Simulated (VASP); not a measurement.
# BaTiO3 (P4mm) in VASP: single point with r2SCAN

Aim: the single point of BaTiO3 with r2SCAN.

Everything below comes from runs of VASP 6.6.1. Logs are shortened: lines on timing, memory, paths and dates and some standing lists are left out, and cuts for length are marked.

**1. The cell of the first run**

The structure is tetragonal, space group P4mm (No. 99). Conventional cell: a = 3.991 Å, b = 3.991 Å, c = 4.008 Å, α = 90.00°, β = 90.00°, γ = 90.00°. Within 3.7 Å of Ba (site symmetry 4mm) lie 12 O at 2.79 to 2.87 Å and 8 Ti at 3.42 to 3.50 Å. Ti (site symmetry 4mm) has 6 O at 1.87 to 2.14 Å within 2.5 Å. Within 2.5 Å of O (site symmetry 4mm) lie 2 Ti at 1.87 to 2.14 Å. Within 2.6 Å of O (site symmetry 2mm) lie 2 Ti at 2.00 Å. Within 2.6 Å of O (site symmetry 2mm) lie 2 Ti at 2.00 Å.

**2. Single point, r2SCAN**

File POSCAR:

```
BaTiO3
1.0
    3.9908967100      0.0000000000      0.0000000000
    0.0000000000      7.9817934100      0.0000000000
    0.0000000000      0.0000000000      4.0079582200
Ba Ti O
2 2 6
Direct
    0.0000000000      0.0000000000      0.0000000000
    0.0000000000      0.5000000000      0.0000000000
    0.5000000000      0.2500000000      0.4820000000
    0.5000000000      0.7500000000      0.4820000000
    0.5000000000      0.2500000000      0.0160000000
    0.5000000000      0.7500000000      0.0160000000
    0.5000000000      0.0000000000      0.5150000000
    0.5000000000      0.5000000000      0.5150000000
    0.0000000000      0.2500000000      0.5150000000
    0.0000000000      0.7500000000      0.5150000000
```

File INCAR.step1:

```
SYSTEM = BaTiO3
PREC     = Accurate       ! precision mode
ENCUT    = 520            ! plane-wave cutoff, eV
ISMEAR   = -1             ! smearing method
SIGMA    = 0.1            ! smearing width, eV
LREAL    = .False.        ! projectors in reciprocal space
LASPH    = .True.         ! aspherical terms in the spheres
NELM     = 80             ! most SCF steps
NBANDS   = 51             ! bands
GGA      = PE             ! functional
ALGO     = Normal         ! electronic algorithm
EDIFF    = 1E-4           ! SCF threshold, eV
LWAVE    = .True.         ! write WAVECAR
LCHARG   = .False.        ! write CHGCAR
```

File INCAR.step2:

```
SYSTEM = BaTiO3
PREC     = Accurate       ! precision mode
ENCUT    = 520            ! plane-wave cutoff, eV
EDIFF    = 1E-6           ! SCF threshold, eV
ISMEAR   = -1             ! smearing method
SIGMA    = 0.1            ! smearing width, eV
LREAL    = .False.        ! projectors in reciprocal space
LASPH    = .True.         ! aspherical terms in the spheres
NELM     = 80             ! most SCF steps
ALGO     = Normal         ! electronic algorithm
ISIF     = 2              ! what is computed and relaxed
LWAVE    = .False.        ! write WAVECAR
LCHARG   = .True.         ! write CHGCAR
METAGGA  = R2SCAN         ! meta-GGA
LMIXTAU  = .True.       
LELF     = .True.         ! ELF
LVHAR    = .True.       
NBANDS   = 51             ! bands
ISTART   = 1
```

File KPOINTS:

```
Automatic mesh
0
Gamma
  5 3 5
  0 0 0
```

Potentials or basis: VASP PAW PBE potentials, release 64 (Ba_sv, Ti_sv, O).

The run is started by

```bash
> cat potpaw_PBE.64/Ba_sv/POTCAR potpaw_PBE.64/Ti_sv/POTCAR potpaw_PBE.64/O/POTCAR > POTCAR
> cp INCAR.step1 INCAR
> mpirun -np 1 vasp_std > vasp.out
> cp INCAR.step2 INCAR
> mpirun -np 1 vasp_std > vasp.out
```

OUTCAR:

```text
SYSTEM = BaTiO3
   PREC = Accurate
   ENCUT = 520
   EDIFF = 1E-6
   ISMEAR = -1
   LREAL = .False.
   LASPH = .True.
   NELM = 80
   ISIF = 2
   METAGGA = R2SCAN
   ISTART = 1

 ion  position               nearest neighbor table
   1  0.000  0.000  0.000-   9 2.79  10 2.79   7 2.79   7 2.79   5 2.82   5 2.82   6 2.82   6 2.82
                             9 2.87  10 2.87   7 2.87   7 2.87   4 3.42   3 3.42   4 3.42   3 3.42
   2  0.000  0.500  0.000-   9 2.79  10 2.79   8 2.79   8 2.79   5 2.82   5 2.82   6 2.82   6 2.82
                             9 2.87  10 2.87   8 2.87   8 2.87   4 3.42   3 3.42   4 3.42   3 3.42
   3  0.500  0.250  0.482-   5 1.87   7 2.00   8 2.00   9 2.00   9 2.00   5 2.14   2 3.42   1 3.42
                             2 3.42   1 3.42   2 3.50   2 3.50   1 3.50   1 3.50
   4  0.500  0.750  0.482-   6 1.87   7 2.00   8 2.00  10 2.00  10 2.00   6 2.14   2 3.42   1 3.42
                             2 3.42   1 3.42   2 3.50   2 3.50   1 3.50   1 3.50
   5  0.500  0.250  0.016-   3 1.87   3 2.14   1 2.82   2 2.82   1 2.82   2 2.82
   6  0.500  0.750  0.016-   4 1.87   4 2.14   1 2.82   2 2.82   1 2.82   2 2.82
   7  0.500  0.000  0.515-   3 2.00   4 2.00   1 2.79   1 2.79   1 2.87   1 2.87
   8  0.500  0.500  0.515-   3 2.00   4 2.00   2 2.79   2 2.79   2 2.87   2 2.87
   9  0.000  0.250  0.515-   3 2.00   3 2.00   1 2.79   2 2.79   2 2.87   1 2.87
  10  0.000  0.750  0.515-   4 2.00   4 2.00   1 2.79   2 2.79   2 2.87   1 2.87

  LATTYP: Found a simple orthorhombic cell.
 ALAT       =     3.9908967100
 B/A-ratio  =     1.0042751069
 C/A-ratio  =     1.9999999975

  Lattice vectors:

 A1 = (  -3.9908967100,   0.0000000000,   0.0000000000)
 A2 = (   0.0000000000,   0.0000000000,   4.0079582200)
 A3 = (   0.0000000000,   7.9817934100,   0.0000000000)

Analysis of symmetry for initial positions (statically):
=====================================================================
 Subroutine PRICEL returns following result:

  LATTYP: Found a simple tetragonal cell.
 ALAT       =     3.9908967100
 C/A-ratio  =     1.0042751069

  Lattice vectors:

 A1 = (   3.9908967100,   0.0000000000,   0.0000000000)
 A2 = (   0.0000000000,   3.9908967050,   0.0000000000)
 A3 = (   0.0000000000,   0.0000000000,   4.0079582200)

   2 primitive cells build up your supercell.

 Routine SETGRP: Setting up the symmetry group for a
 simple orthorhombic supercell.

 Subroutine GETGRP returns: Found  4 space group operations
 (whereof  4 operations were pure point group operations)
 out of a pool of  8 trial point group operations.

The static configuration has the point symmetry C_2v.

[... 130 lines left out ...]
   POTIM  = 0.5000    time-step for ionic-motion
   TEBEG  =    0.0;   TEEND  =   0.0 temperature during run
   PSTRESS=    0.0 pullay stress
   NELECT =      80.0000    total number of electrons
   NUPDOWN=      -1.0000    fix difference up-down
   EMIN   =  10.00;   EMAX   =-10.00  energy-range for DOS
   EFERMI =   0.00;   METHOD = LEGACY
   ISMEAR =    -1;   SIGMA  =   0.10  broadening in eV -4-tet -1-fermi 0-gaus
   EFERMI_NEDOS =   21; number of points for ismear=-14 and -15
   IALGO  =     38    algorithm
   IMIX   =      4    mixing-type and parameters
     AMIX     =   0.40;   BMIX     =  1.00
     AMIX_MAG =   1.60;   BMIX_MAG =  1.00
  volume/ion in A,a.u.               =      12.77        86.16
  Fermi-wavevector in a.u.,A,eV,Ry     =   1.400899  2.647315 26.701672  1.962518
  Thomas-Fermi vector in A             =   2.523814
   LORBIT       =      0    0 simple, 1 ext, 2 COOP (PROOUT), +10 PAW based schemes
   METAGGA = R2SCAN    functional components
   LHFCALC =     F    Hartree Fock is set to
   AEXX    =    0.0000 exact exchange contribution
   IVDW    =     0    specifies the selected vdW correction
   LEPSILON=     F    determine dielectric tensor
   LRPA    =     F    only Hartree local field effects (RPA)
 non-spin polarized calculation
  energy-cutoff  :      520.00
  volume of cell :      127.67
 maximum number of plane-waves:      3474
 NGX is ok and might be reduce to    30
   NGX = 15   NGY = 29   NGZ = 15

 number of electron      79.9999954 magnetization

 Free energy of the ion-electron system (eV)
  ---------------------------------------------------
  ext. energy  EPLUGINS =         0.00000000
  ---------------------------------------------------
  free energy    TOTEN  =      -148.47099764 eV

  energy without entropy =     -148.47099182  energy(sigma->0) =     -148.47099473

 E-fermi :   4.7434     XC(G=0): -11.9389

 val. band max:        3.5175603375   @ k =   0.4000   0.0000   0.4000
 cond. band min:       5.8008150430   @ k =   0.0000   0.0000   0.0000
 fundamental gap:      2.2832547055
 Fermi energy:         4.7434275046

 k-point     1 :       0.0000    0.0000    0.0000
  band No.  band energies     occupation
      1     -55.1801      2.00000
      2     -55.1789      2.00000
      3     -30.4006      2.00000
      4     -30.3885      2.00000
      5     -30.3863      2.00000
      6     -30.3405      2.00000
[... 961 lines left out ...]
     50      11.3360      0.00000
     51      11.7844      0.00000

------------------------ aborting loop because EDIFF is reached ----------------------------------------

  FORCE on cell =-STRESS in cart. coord.  units (eV):
  Direction    XX          YY          ZZ          XY          YZ          ZX
  --------------------------------------------------------------------------------------
  -------------------------------------------------------------------------------------
  Total        1.7080679      1.7070937      3.0890978      0.0000000      0.0000000      0.0000000
  in kB       21.4349052     21.4226787     38.7657399      0.0000000      0.0000000      0.0000000
  external PRESSURE =      27.2077746 kB  Pullay stress =       0.0000000 kB

 VOLUME and BASIS-vectors are now :
 -----------------------------------------------------------------------------
  energy-cutoff  :      520.00
  volume of cell :      127.67
      direct lattice vectors                 reciprocal lattice vectors
     3.990896710  0.000000000  0.000000000     0.250570253  0.000000000  0.000000000
     0.000000000  7.981793410  0.000000000     0.000000000  0.125285127  0.000000000
     0.000000000  0.000000000  4.007958220     0.000000000  0.000000000  0.249503599

 POSITION                                       TOTAL-FORCE (eV/Angst)
 -----------------------------------------------------------------------------------
      0.00000      0.00000      0.00000         0.000000     -0.000000     -0.064776
      0.00000      3.99090      0.00000         0.000000     -0.000000     -0.064776
      1.99545      1.99545      1.93184         0.000000      0.000000      0.166808
      1.99545      5.98635      1.93184         0.000000      0.000000      0.166808
      1.99545      1.99545      0.06413        -0.000000      0.000000      0.288067
      1.99545      5.98635      0.06413        -0.000000      0.000000      0.288067
      1.99545      0.00000      2.06410        -0.000000     -0.000000     -0.197315
      1.99545      3.99090      2.06410        -0.000000     -0.000000     -0.197315
      0.00000      1.99545      2.06410         0.000000     -0.000000     -0.192784
      0.00000      5.98635      2.06410         0.000000     -0.000000     -0.192784
 -----------------------------------------------------------------------------------
    total drift:                                0.000000      0.000000     -0.007154

  FREE ENERGIE OF THE ION-ELECTRON SYSTEM (eV)
  ---------------------------------------------------
  free  energy   TOTEN  =      -148.4709976396 eV

  energy  without entropy=     -148.4709918173  energy(sigma->0) =     -148.47099473
```

OUTCAR.step1:

```text
SYSTEM = BaTiO3
   PREC = Accurate
   ENCUT = 520
   ISMEAR = -1
   LREAL = .False.
   LASPH = .True.
[... 1233 lines left out ...]
      1.99545      3.99090      2.06410         0.000000     -0.000000     -0.154462
      0.00000      1.99545      2.06410        -0.000000     -0.000000     -0.149231
      0.00000      5.98635      2.06410         0.000000     -0.000000     -0.149231
 -----------------------------------------------------------------------------------
    total drift:                                0.000000      0.000000     -0.001166

  FREE ENERGIE OF THE ION-ELECTRON SYSTEM (eV)
  ---------------------------------------------------
  free  energy   TOTEN  =       -79.9321343189 eV

  energy  without entropy=      -79.9320963431  energy(sigma->0) =      -79.93211533
```

OSZICAR.step1:

```text
N       E                     dE             d eps       ncg     rms          rms(c)
DAV:   1     0.101760096631E+04    0.10176E+04   -0.40153E+04  1836   0.170E+03
DAV:   2     0.550029126517E+02   -0.96260E+03   -0.89794E+03  2015   0.491E+02
DAV:   3    -0.920357396079E+02   -0.14704E+03   -0.14426E+03  2455   0.184E+02
DAV:   4    -0.101181667882E+03   -0.91459E+01   -0.91279E+01  2792   0.432E+01
DAV:   5    -0.101588753370E+03   -0.40709E+00   -0.40686E+00  2608   0.766E+00    0.330E+01
DAV:   6    -0.797488914112E+02    0.21840E+02   -0.11623E+02  2785   0.740E+01    0.138E+01
DAV:   7    -0.802653522869E+02   -0.51646E+00   -0.22264E+01  2542   0.264E+01    0.943E+00
DAV:   8    -0.798967641080E+02    0.36859E+00   -0.19902E+00  2658   0.109E+01    0.371E+00
DAV:   9    -0.799367435255E+02   -0.39979E-01   -0.52855E-01  2266   0.341E+00    0.131E+00
DAV:  10    -0.799444176085E+02   -0.76741E-02   -0.18508E-01  2435   0.212E+00    0.101E+00
DAV:  11    -0.799324066331E+02    0.12011E-01   -0.38046E-02  2619   0.157E+00    0.178E-01
DAV:  12    -0.799320478988E+02    0.35873E-03   -0.37723E-03  2309   0.445E-01    0.587E-02
DAV:  13    -0.799321343189E+02   -0.86420E-04   -0.93491E-04  2442   0.224E-01
   1 F= -.79932134E+02 E0= -.79932115E+02  d E =-.379758E-04
```

Wall time 7.2 min (1 thread of AMD EPYC 7R43 (Zen 3), shared host); peak memory 0.26 GiB.

What came out:

```
Free energy            : -148.4710 eV
Pressure               : 2.7 GPa
Largest force          : 0.288 eV/Å
Band gap on the k mesh : 2.28 eV
```

Forces in eV/Å, atoms in the order of the input:
```
Ba   0.000  0.000 -0.065
Ba   0.000  0.000 -0.065
Ti   0.000  0.000  0.167
Ti   0.000  0.000  0.167
O    0.000  0.000  0.288
O    0.000  0.000  0.288
O    0.000  0.000 -0.197
O    0.000  0.000 -0.197
O    0.000  0.000 -0.193
O    0.000  0.000 -0.193
```

Caveat: the PAW data sets were made with another functional, which shifts forces and pressure a little; spin-orbit coupling is left out, which moves the levels of the heavy elements; an odd mesh through Γ misses points on the zone boundary, where band edges can lie.
